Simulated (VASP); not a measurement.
Set up this calculation in VASP 6.6.1, as the native input.

- Task: single point
- Functional: r2SCAN
- Potentials or basis: VASP PAW PBE potentials, release 64 (Be)
- Cutoff: 660 eV
- k mesh: 8 × 8 × 4
- Occupations: gaussian, width 0.15 eV
- Spin: no spin polarisation
- Dipole correction: no
- Further INCAR settings: ALGO = Normal; EDIFF = 1e-06; NBANDS = 9

Be:

```
CELL_PARAMETERS angstrom
2.28530 0.00000 0.00000
-1.14265 1.97913 0.00000
0.00000 0.00000 3.58420
ATOMIC_POSITIONS crystal
Be 0.33333 0.66667 0.25000
Be 0.66667 0.33333 0.75000
```

One way to write it, as run:

POSCAR

```
Be
1.0
    2.2853000000      0.0000000000      0.0000000000
   -1.1426500000      1.9791278600      0.0000000000
    0.0000000000      0.0000000000      3.5842000000
Be
2
Direct
    0.3333333333      0.6666666667      0.2500000000
    0.6666666667      0.3333333333      0.7500000000
```

INCAR.step1

```
PREC = Accurate ; ENCUT = 660
ISMEAR = 0 ; SIGMA = 0.15
LREAL = F ; LASPH = T
NELM = 120 ; NBANDS = 9
GGA = PE ; ALGO = Normal
EDIFF = 1E-5 ; LWAVE = T
LCHARG = F ; GGA_COMPAT = F
```

INCAR.step2

```
PREC = Accurate ; ENCUT = 660
EDIFF = 1E-6 ; ISMEAR = 0
SIGMA = 0.15 ; LREAL = F
LASPH = T ; NELM = 120
ALGO = Normal ; ISIF = 2
LWAVE = F ; LCHARG = F
METAGGA = R2SCAN ; LMIXTAU = T
NBANDS = 9 ; ISTART = 1
GGA_COMPAT = F
```

KPOINTS

```
regular mesh
0
Gamma
  8 8 4
```

Potentials or basis: VASP PAW PBE potentials, release 64 (Be).

The run is started by

```sh
$ cat potpaw_PBE.64/Be/POTCAR > POTCAR
$ cp INCAR.step1 INCAR
$ mpirun -np 1 vasp_std > vasp.out
$ cp INCAR.step2 INCAR
$ mpirun -np 1 vasp_std > vasp.out
```

It gave:

```yaml
Pressure: -2.7 GPa
Band_gap_on_the_k_mesh: zero (bands 2 and 3 overlap by 0.05 eV)
```

Caveat: the k points lie up to 0.44 Å⁻¹ apart; the PAW data sets were made with another functional, which shifts forces and pressure a little.

Wall time 29 s on 1 thread of Intel Xeon 8259CL (shared host), peak memory 0.13 GiB.
